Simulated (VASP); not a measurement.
# Ir (Fm-3m) in VASP: further runs

Ir is run at these levels: r2SCAN; tasks: single point.

All numbers are computed with VASP 6.6.1; they aren't measurements. Logs are shortened: lines on timing, memory, paths and dates and some standing lists are left out, and cuts for length are marked.

**1. The cell of the first run**

The structure is cubic, space group Fm-3m (No. 225). The conventional cell has a = 3.845 Å, b = 3.845 Å, c = 3.845 Å, α = 90.00°, β = 90.00°, γ = 90.00°. Ir (site symmetry m-3m) has 12 Ir at 2.72 Å within 3.6 Å.

**2. Single point, r2SCAN**

POSCAR

```
Ir
1.0
    0.0000000000      1.9224013504      1.9224013504
    1.9224013504      0.0000000000      1.9224013504
    1.9224013504      1.9224013504      0.0000000000
Ir
1
Direct
    0.0000000000      0.0000000000      0.0000000000
```

INCAR.step1

```
SYSTEM = Ir
PREC = Accurate
ENCUT = 620
ISMEAR = 0
SIGMA = 0.1
LREAL = .False.
LASPH = .True.
NELM = 120
NBANDS = 14
GGA = PE
ALGO = Normal
EDIFF = 1E-5
LWAVE = .True.
LCHARG = .False.
GGA_COMPAT = .False.
```

INCAR.step2

```
SYSTEM = Ir
PREC = Accurate
ENCUT = 620
EDIFF = 1E-6
ISMEAR = 0
SIGMA = 0.1
LREAL = .False.
LASPH = .True.
NELM = 120
ALGO = Normal
ISIF = 2
LWAVE = .False.
LCHARG = .False.
METAGGA = R2SCAN
LMIXTAU = .True.
NBANDS = 14
ISTART = 1
GGA_COMPAT = .False.
```

KPOINTS

```
regular mesh
0
Gamma
  18 18 18
  0 0 0
```

Potentials or basis: VASP PAW PBE potentials, release 64 (Ir_sv_GW).

The run is started by

```bash
cat potpaw_PBE.64/Ir_sv_GW/POTCAR > POTCAR
cp INCAR.step1 INCAR
mpirun -np 1 vasp_std > vasp.out
cp INCAR.step2 INCAR
mpirun -np 1 vasp_std > vasp.out
```

OUTCAR:

```text
SYSTEM = Ir
   PREC = Accurate
   ENCUT = 620
   EDIFF = 1E-6
   ISMEAR = 0
   LREAL = .False.
   LASPH = .True.
   NELM = 120
   ISIF = 2
   METAGGA = R2SCAN
   ISTART = 1

 ion  position               nearest neighbor table
   1  0.000  0.000  0.000-

  LATTYP: Found a face centered cubic cell.
 ALAT       =     3.8448027008

  Lattice vectors:

 A1 = (   0.0000000000,   1.9224013504,   1.9224013504)
 A2 = (   1.9224013504,   0.0000000000,   1.9224013504)
 A3 = (   1.9224013504,   1.9224013504,   0.0000000000)

Analysis of symmetry for initial positions (statically):
=====================================================================
 Subroutine PRICEL returns:
 Original cell was already a primitive cell.

 Routine SETGRP: Setting up the symmetry group for a
 face centered cubic supercell.

 Subroutine GETGRP returns: Found 48 space group operations
 (whereof 48 operations were pure point group operations)
 out of a pool of 48 trial point group operations.

The static configuration has the point symmetry O_h .

Analysis of symmetry for dynamics (positions and initial velocities):
=====================================================================
 Subroutine PRICEL returns:
 Original cell was already a primitive cell.

 Routine SETGRP: Setting up the symmetry group for a
 face centered cubic supercell.

 Subroutine GETGRP returns: Found 48 space group operations
 (whereof 48 operations were pure point group operations)
 out of a pool of 48 trial point group operations.

The dynamic configuration has the point symmetry O_h .

 Subroutine INISYM returns: Found 48 space group operations
 (whereof 48 operations are pure point group operations),
 and found     1 'primitive' translations

----------------------------------------------------------------------------------------

                                     Primitive cell

  volume of cell :      14.2090

  direct lattice vectors                    reciprocal lattice vectors
     0.000000000  1.922401350  1.922401350    -0.260091370  0.260091370  0.260091370
     1.922401350  0.000000000  1.922401350     0.260091370 -0.260091370  0.260091370
     1.922401350  1.922401350  0.000000000     0.260091370  0.260091370 -0.260091370

  length of vectors
     2.718686062  2.718686062  2.718686062     0.450491467  0.450491467  0.450491467

  position of ions in fractional coordinates (direct lattice)
     0.000000000  0.000000000  0.000000000

  ion indices of the primitive-cell ions
   primitive index   ion index
                 1           1

----------------------------------------------------------------------------------------

 KPOINTS: regular mesh

Automatic generation of k-mesh.
 Grid dimensions read from file:
 generate k-points for:   18   18   18

 Generating k-lattice:

  Cartesian coordinates                     Fractional coordinates (reciprocal lattice)
    -0.014449521  0.014449521  0.014449521     0.055555556  0.000000000  0.000000000
     0.014449521 -0.014449521  0.014449521     0.000000000  0.055555556  0.000000000
     0.014449521  0.014449521 -0.014449521     0.000000000  0.000000000  0.055555556

  Length of vectors
     0.025027304  0.025027304  0.025027304

  Shift w.r.t. Gamma in fractional coordinates (k-lattice)
     0.000000000  0.000000000  0.000000000

 Subroutine IBZKPT returns following result:
 ===========================================

 Found    195 irreducible k-points:

 Following reciprocal coordinates:
            Coordinates               Weight
  0.000000  0.000000  0.000000      1.000000
  0.055556  0.000000  0.000000      8.000000
  0.111111  0.000000  0.000000      8.000000
  0.166667  0.000000  0.000000      8.000000
  0.222222  0.000000  0.000000      8.000000
  0.277778  0.000000  0.000000      8.000000
[... 16 lines left out ...]
 -0.277778  0.055556  0.000000     24.000000
 -0.222222  0.055556  0.000000     24.000000
 [... further k-points ...]
   k-points           NKPTS =    195   k-points in BZ     NKDIM =    195   number of bands    NBANDS=     14
   number of dos      NEDOS =    301   number of ions     NIONS =      1
   total plane-waves  NPLWV =  13824
   dimension x,y,z NGX =    24 NGY =   24 NGZ =   24
   dimension x,y,z NGXF=    48 NGYF=   48 NGZF=   48
   ions per type =               1
   NGX,Y,Z   is equivalent  to a cutoff of  14.68, 14.68, 14.68 a.u.
   NGXF,Y,Z  is equivalent  to a cutoff of  29.35, 29.35, 29.35 a.u.
 SYSTEM =  Ir
   PREC   = accura    normal or accurate (medium, high low for compatibility)
   ISTART =      1    job   : 0-new  1-cont  2-samecut
   ICHARG =      0    charge: 1-file 2-atom 10-const
   ISPIN  =      1    spin polarized calculation?
   LNONCOLLINEAR =      F non collinear calculations
   LSORBIT =      F    spin-orbit coupling
   LASPH  =      T    aspherical Exc in radial PAW
   ENCUT  =  620.0 eV  45.57 Ry    6.75 a.u.   5.52  5.52  5.52*2*pi/ulx,y,z
   NELM   =    120;   NELMIN=  2; NELMDL=  0     # of ELM steps
   EDIFF  = 0.1E-05   stopping-criterion for ELM
   LREAL  =      F    real-space projection
   EDIFFG = 0.1E-04   stopping-criterion for IOM
   NSW    =      0    number of steps for IOM
   IBRION =     -1    ionic relax: 0-MD 1-quasi-New 2-CG
   NFREE  =      0    steps in history (QN), initial steepest desc. (CG)
   ISIF   =      2    stress and relaxation
   ISYM   =      2    0-nonsym 1-usesym 2-fastsym
   POTIM  = 0.5000    time-step for ionic-motion
   TEBEG  =    0.0;   TEEND  =   0.0 temperature during run
   PSTRESS=    0.0 pullay stress
   NELECT =      17.0000    total number of electrons
   NUPDOWN=      -1.0000    fix difference up-down
   EMIN   =  10.00;   EMAX   =-10.00  energy-range for DOS
   EFERMI =   0.00;   METHOD = LEGACY
   ISMEAR =     0;   SIGMA  =   0.10  broadening in eV -4-tet -1-fermi 0-gaus
   EFERMI_NEDOS =   21; number of points for ismear=-14 and -15
   IALGO  =     38    algorithm
   IMIX   =      4    mixing-type and parameters
     AMIX     =   0.40;   BMIX     =  1.00
     AMIX_MAG =   1.60;   BMIX_MAG =  1.00
  volume/ion in A,a.u.               =      14.21        95.89
  Fermi-wavevector in a.u.,A,eV,Ry     =   1.737949  3.284248 41.095954  3.020467
  Thomas-Fermi vector in A             =   2.811075
   LORBIT       =      0    0 simple, 1 ext, 2 COOP (PROOUT), +10 PAW based schemes
   METAGGA = R2SCAN    functional components
   LHFCALC =     F    Hartree Fock is set to
   AEXX    =    0.0000 exact exchange contribution
   IVDW    =     0    specifies the selected vdW correction
   LEPSILON=     F    determine dielectric tensor
   LRPA    =     F    only Hartree local field effects (RPA)
 non-spin polarized calculation
 Gauss-broadening in eV      SIGMA  =   0.10
  energy-cutoff  :      620.00
  volume of cell :       14.21
 maximum number of plane-waves:       531
 NGX is ok and might be reduce to    24
   NGX = 11   NGY = 11   NGZ = 11

 number of electron      17.0000000 magnetization

 Free energy of the ion-electron system (eV)
  ---------------------------------------------------
  ext. energy  EPLUGINS =         0.00000000
  ---------------------------------------------------
  free energy    TOTEN  =       -52.91200242 eV

  energy without entropy =      -52.90707075  energy(sigma->0) =      -52.90953658

 E-fermi :  12.6171     XC(G=0): -15.8666

 val. band max:       12.6068818659   @ k =   0.3333   0.1111   0.0556
 cond. band min:      12.6195441864   @ k =   0.5000   0.2222   0.1111
 fundamental gap:      0.0126623206
 Fermi energy:        12.6170500268

 k-point     1 :       0.0000    0.0000    0.0000
  band No.  band energies     occupation
      1     -82.4688      2.00000
      2     -38.2658      2.00000
      3     -38.2658      2.00000
      4     -38.2658      2.00000
      5       1.1243      2.00000
      6       8.6075      2.00000
      7       8.6075      2.00000
      8       8.6075      2.00000
      9      11.2965      2.00000
     10      11.2965      2.00000
     11      26.8565      0.00000
     12      32.6301      0.00000
     13      32.6301      0.00000
     14      32.6301      0.00000

 k-point     2 :       0.0556    0.0000    0.0000
  band No.  band energies     occupation
      1     -82.4666      2.00000
      2     -38.2920      2.00000
      3     -38.2694      2.00000
      4     -38.2694      2.00000
      5       1.2681      2.00000
      6       8.5293      2.00000
      7       8.6692      2.00000
      8       8.6692      2.00000
      9      11.2561      2.00000
     10      11.2561      2.00000
     11      27.1057      0.00000
     12      31.9931      0.00000
     13      32.8689      0.00000
     14      32.8689      0.00000

 k-point     3 :       0.1111    0.0000    0.0000
  band No.  band energies     occupation
      1     -82.4599      2.00000
      2     -38.3665      2.00000
      3     -38.2795      2.00000
      4     -38.2795      2.00000
      5       1.6845      2.00000
      6       8.3291      2.00000
      7       8.8301      2.00000
      8       8.8301      2.00000
      9      11.1685      2.00000
     10      11.1685      2.00000
     11      27.7911      0.00000
     12      30.6502      0.00000
     13      33.5661      0.00000
     14      33.5661      0.00000
[... 324 lines left out ...]
 k-point    23 :      -0.2778    0.0556    0.0000
  band No.  band energies     occupation
      1     -82.4200      2.00000
      2     -38.8077      2.00000
      3     -38.3695      2.00000
      4     -38.3330      2.00000
      5       4.0094      2.00000
      6       8.2794      2.00000
      7       8.8936      2.00000
      8       8.9988      2.00000
      9      11.5350      2.00000
     10      12.4800      1.94741
     11      25.6187      0.00000
     12      29.1669      0.00000
     13      34.9360      0.00000
     14      36.8436      0.00000

 k-point    24 :      -0.2222    0.0556    0.0000
  band No.  band energies     occupation
      1     -82.4322      2.00000
      2     -38.6686      2.00000
      3     -38.3486      2.00000
      4     -38.3123      2.00000
      5       3.4265      2.00000
      6       7.9113      2.00000
      7       9.0548      2.00000
      8       9.1490      2.00000
      9      11.0205      2.00000
     10      11.9086      2.00000
     11      27.2118      0.00000
     12      29.7495      0.00000
     13      35.1815      0.00000
     14      36.4486      0.00000

 [... further k-points ...]

------------------------ aborting loop because EDIFF is reached ----------------------------------------

  FORCE on cell =-STRESS in cart. coord.  units (eV):
  Direction    XX          YY          ZZ          XY          YZ          ZX
  --------------------------------------------------------------------------------------
  -------------------------------------------------------------------------------------
  Total       -0.0986338     -0.0986338     -0.0986338     -0.0000000     -0.0000000      0.0000000
  in kB      -11.1217819    -11.1217819    -11.1217819     -0.0000000     -0.0000000      0.0000000
  external PRESSURE =     -11.1217819 kB  Pullay stress =       0.0000000 kB

 VOLUME and BASIS-vectors are now :
 -----------------------------------------------------------------------------
  energy-cutoff  :      620.00
  volume of cell :       14.21
      direct lattice vectors                 reciprocal lattice vectors
     0.000000000  1.922401350  1.922401350    -0.260091370  0.260091370  0.260091370
     1.922401350  0.000000000  1.922401350     0.260091370 -0.260091370  0.260091370
     1.922401350  1.922401350  0.000000000     0.260091370  0.260091370 -0.260091370

 POSITION                                       TOTAL-FORCE (eV/Angst)
 -----------------------------------------------------------------------------------
      0.00000      0.00000      0.00000         0.000000      0.000000     -0.000000
 -----------------------------------------------------------------------------------
    total drift:                               -0.000000      0.000000      0.000000

  FREE ENERGIE OF THE ION-ELECTRON SYSTEM (eV)
  ---------------------------------------------------
  free  energy   TOTEN  =       -52.9120024176 eV

  energy  without entropy=      -52.9070707488  energy(sigma->0) =      -52.90953658
```

Wall time 1.9 min (1 thread of Intel Xeon Platinum 8259CL at 2.50GHz (Skylake/Cascade Lake), shared host); peak memory 0.19 GiB.

What came out:

| Quantity | Value |
| --- | --- |
| Free energy | -52.9120 eV |
| Pressure | -1.1 GPa |
| Band gap on the k mesh | zero (an odd number of electrons rules out a gap without spin polarisation) |

Caveat: the PAW data sets were made with another functional, which shifts forces and pressure a little; spin-orbit coupling is left out, which moves the levels of the heavy elements.

**3. Single point, r2SCAN**

POSCAR

```
Ir
1.0
    0.0000000000      1.9233747004      1.9233747004
    1.9233747004      0.0000000000      1.9233747004
    1.9233747004      1.9233747004      0.0000000000
Ir
1
Direct
    0.0000000000      0.0000000000      0.0000000000
```

INCAR.step1

```
ALGO = Normal
EDIFF = 1E-5
ENCUT = 620
GGA = PE
GGA_COMPAT = F
ISMEAR = -1
LASPH = T
LCHARG = F
LREAL = F
LWAVE = T
NBANDS = 14
NELM = 120
PREC = Accurate
SIGMA = 0.15
```

INCAR.step2

```
ALGO = Normal
EDIFF = 1E-6
ENCUT = 620
GGA_COMPAT = F
ISIF = 2
ISMEAR = -1
ISTART = 1
LASPH = T
LCHARG = F
LMIXTAU = T
LREAL = F
LWAVE = F
METAGGA = R2SCAN
NBANDS = 14
NELM = 120
PREC = Accurate
SIGMA = 0.15
```

KPOINTS

```
k-points
0
Gamma
  18 18 18
```

Potentials or basis: VASP PAW PBE potentials, release 64 (Ir_sv_GW).

The run is started by

```bash
cat potpaw_PBE.64/Ir_sv_GW/POTCAR > POTCAR
cp INCAR.step1 INCAR
mpirun -np 1 vasp_std > vasp.out
cp INCAR.step2 INCAR
mpirun -np 1 vasp_std > vasp.out
```

Wall time 90 s (1 thread of Intel Xeon Platinum 8488C (Sapphire Rapids), shared host); peak memory 0.19 GiB.

It converged, with:

- Free energy: -52.9425 eV
- Pressure: -1.1 GPa
- Band gap on the k mesh: zero (an odd number of electrons rules out a gap without spin polarisation)

Levels at points of the mesh, in eV from the Fermi level:
| k point | band 5 | band 6 | band 7 | band 8 | band 9 | band 10 | band 11 | band 12 |
| --- | --- | --- | --- | --- | --- | --- | --- | --- |
| (0.00, 0.00, 0.00) | -11.42 | -3.94 | -3.94 | -3.94 | -1.26 | -1.26 | 14.30 | 20.06 |
| (0.50, 0.00, 0.00) | -8.32 | -4.10 | -4.10 | -0.67 | 0.95 | 0.95 | 7.66 | 14.05 |
| (0.50, 0.50, 0.00) | -8.11 | -7.53 | 0.85 | 1.58 | 1.58 | 1.77 | 11.06 | 12.05 |

Caveat: the PAW data sets were made with another functional, which shifts forces and pressure a little; spin-orbit coupling is left out, which moves the levels of the heavy elements.

The gap in the log of VASP goes by the Fermi energy; the results here count the filled bands.